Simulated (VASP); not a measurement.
The system is Sb.

```
Sb
1.0
    -1.72500    1.72500    1.72500
     1.72500   -1.72500    1.72500
     1.72500    1.72500   -1.72500
Sb
1
Direct
  0.00000 0.00000 0.00000
```

Base run:

```yaml
Program: VASP 6.6.1
Functional: PBEsol
Potentials_or_basis: VASP PAW PBE potentials, release 64 (Sb)
Cutoff: 520 eV
k_mesh: 10 × 10 × 10
Occupations: fermi-dirac, width 0.1 eV
Spin: no spin polarisation
```

Its results: pressure 28.1 GPa.

**Question.** After a change of settings the same cell gave: pressure 26.4 GPa. Which change was it?
A. functional from PBEsol to RPBE; further incar settings from ALGO = Normal; EDIFF = 1e-06; NBANDS = 8 to ALGO = Normal; EDIFF = 1e-07; NBANDS = 8
B. functional from PBEsol to PBE
C. functional from PBEsol to LDA; potentials or basis from VASP PAW PBE potentials, release 64 (Sb) to VASP PAW LDA potentials, release 64 (Sb)
D. functional from PBEsol to r2SCAN; further incar settings from ALGO = Normal; EDIFF = 1e-06; NBANDS = 8 to ALGO = Normal; EDIFF = 1e-07; NBANDS = 8

**Answer.** C.

Caveats: the PAW data sets were made with another functional, which shifts forces and pressure a little (some runs).
